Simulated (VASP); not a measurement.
Input of a VASP 6.6.1 run:

INCAR

```
ALGO     = Normal         # electronic algorithm
EDIFF    = 1E-6           # SCF threshold, eV
EDIFFG   = -0.005         # ionic threshold
ENCUT    = 600            # plane-wave cutoff, eV
GGA      = PE             # functional
IBRION   = 2              # ionic algorithm
ISIF     = 3              # what is computed and relaxed
ISMEAR   = 0              # smearing method
LASPH    = True           # aspherical terms in the spheres
LCHARG   = False          # write CHGCAR
LREAL    = False          # projectors in reciprocal space
LWAVE    = False          # write WAVECAR
NELM     = 60             # most SCF steps
NSW      = 100            # ionic steps
PREC     = Accurate       # precision mode
SIGMA    = 0.1            # smearing width, eV
```

File KPOINTS:

```
k-points
0
Gamma
  8 8 8
```

The input POSCAR:

```
SiNi
1.0
    4.5036940000      0.0000000000      0.0000000000
    0.0000000000      4.5036940000      0.0000000000
    0.0000000000      0.0000000000      4.5036940000
Si Ni
4 4
Direct
    0.6531700000      0.1531700000      0.3468300000
    0.1531700000      0.3468300000      0.6531700000
    0.3468300000      0.6531700000      0.1531700000
    0.8468300000      0.8468300000      0.8468300000
    0.3504960000      0.8504960000      0.6495040000
    0.8504960000      0.6495040000      0.3504960000
    0.6495040000      0.3504960000      0.8504960000
    0.1495040000      0.1495040000      0.1495040000
```

Potentials or basis: VASP PAW PBE potentials, release 64 (Si, Ni).

The run is started by

```console
$ cat potpaw_PBE.64/Si/POTCAR potpaw_PBE.64/Ni/POTCAR > POTCAR
$ mpirun -np 1 vasp_std > vasp.out
```

Q: What does it give for the relaxed cell?

A: a = 4.519 Å, b = 4.519 Å, c = 4.519 Å, α = 90.00°, β = 90.00°, γ = 90.00°.

Q: Predict the space group after relaxing (to 0.1 Å).

A: P2_13 (No. 198).

Forces on the atoms (eV/Å):
```
Si   0.000  0.000  0.000
Si   0.000  0.000  0.000
Si   0.000  0.000  0.000
Si   0.000  0.000  0.000
Ni   0.001  0.001 -0.001
Ni   0.001 -0.001  0.001
Ni  -0.001  0.001  0.001
Ni  -0.001 -0.001 -0.001
```

Spin polarisation is off, so any magnetic state and its effect on volume and gap are missing.
